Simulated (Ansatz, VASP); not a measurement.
# TiBr in VASP and in Ansatz

```
CELL_PARAMETERS angstrom
0.00000 2.99520 2.99520
2.99520 0.00000 2.99520
2.99520 2.99520 0.00000
ATOMIC_POSITIONS crystal
Ti 0.00000 0.00000 0.00000
Br 0.75000 0.75000 0.75000
```

Alike in both runs: functional PBE; k mesh 16 × 16 × 16; occupations gaussian, width 0.1 eV; collinear spin.

Ansatz relaxed the structure, and its values are those at the end. VASP's run is a single point on that final structure, the one shown.

|  | VASP | Ansatz |
| --- | --- | --- |
| version | VASP 6.6.1 | Ansatz 0.2.0 |
| potentials or method | VASP PAW PBE potentials, release 64 (Ti_sv, Br), cutoff 520 eV | scalar-relativistic, plane waves, PAW |
| valence electrons in the cell | 19 | 19 |

Ansatz gave:

```
gap on the k mesh at the Fermi level (eV)                     : none
pressure (GPa)                                                : 0.0
net moment per atom (μB)                                      : 1.24
size of the moment on the site where the two differ most (μB) : 1.65
```

What did VASP give for the same quantities?

gap on the k mesh at the Fermi level (eV): none; pressure (GPa): 0.1; net moment per atom (μB): 1.24; size of the moment on the site where the two differ most (μB): 1.74.

Site moments also hang on the region over which each program counts them. A gap of «none» marks a metal or a gap that the smearing closes.
